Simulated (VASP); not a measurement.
Wanted: the native input for a VASP 6.6.1 run.

| Item | Value |
| --- | --- |
| Task | single point |
| Functional | PBE |
| Potentials or basis | VASP PAW PBE potentials, release 64 (Al, N) |
| Cutoff | 520 eV |
| k mesh | 4 × 8 × 3 |
| Occupations | gaussian, width 0.05 eV |
| Spin | no spin polarisation |
| Dipole correction | no |
| Further INCAR settings | LREAL = Auto; ALGO = Normal; EDIFF = 1e-06; NBANDS = 46 |

The structure of AlN lies in POSCAR:

```
AlN
1.0
   -1.5651197814     -2.7108669814      5.0179796556
    1.5651197814     -2.7108669814      0.0000000000
    6.7300150603      0.8132600944      8.5305654145
Al N
8 8
Direct
    0.5992823459      0.9991356412      0.0981155127
    0.3242823459      0.4991356412      0.8481155127
    0.1742823459      0.4991356412      0.3481155127
   -0.2507176541      0.9991356413      0.5981155127
    0.7451156792      0.2491356413      0.3064488460
    0.1701156792      0.7491356413      0.0564488460
    0.3201156792      0.7491356413      0.5564488460
   -0.1048843208      0.2491356413      0.8064488460
    0.8186693208      0.8083643587      0.1935011540
   -0.4563306792      0.3083643587      0.9435011540
    0.3936693208      0.3083643587      0.4435011540
   -0.0313306792      0.8083643587      0.6935011540
   -0.0354973459      0.0583643587      0.4018344873
    0.3895026541      0.5583643588      0.1518344873
    0.5395026541      0.5583643587      0.6518344873
    0.1145026541      0.0583643587      0.9018344873
```

This cell differs from its parent crystal: the part above a cut slid along it.

The input as run:

INCAR

```
SYSTEM = AlN
PREC = Accurate ; ENCUT = 520
EDIFF = 1E-6 ; ISMEAR = 0
SIGMA = 0.05 ; LREAL = Auto
LASPH = .True. ; NELM = 100
ALGO = Normal ; ISIF = 2
LWAVE = .False. ; LCHARG = .False.
GGA = PE ; NBANDS = 46
```

KPOINTS

```
regular mesh
0
Gamma
  4 8 3
  0 0 0
```

Potentials or basis: VASP PAW PBE potentials, release 64 (Al, N).

Run with:

```bash
$ cat potpaw_PBE.64/Al/POTCAR potpaw_PBE.64/N/POTCAR > POTCAR
$ mpirun -np 1 vasp_std > vasp.out
```

Results of the run:

| Quantity | Value |
| --- | --- |
| Pressure | 3.1 GPa |
| Largest force | 4.519 eV/Å |
| Band gap on the k mesh | 0.72 eV |

Caveat: the cell differs from its parent crystal (the part above a cut slid along it); the stress differs along the axes, from -5 to 11 GPa; semilocal functionals underestimate gaps, and a narrow one can read as zero; forces of over 1 eV/Å act on the atoms, so gaps and moduli don't describe the material at rest.

Run time: 6.4 min on 1 thread of Intel(R) Xeon(R) 6975P-C (Granite Rapids), with other jobs on the host, peak memory 0.43 GiB.
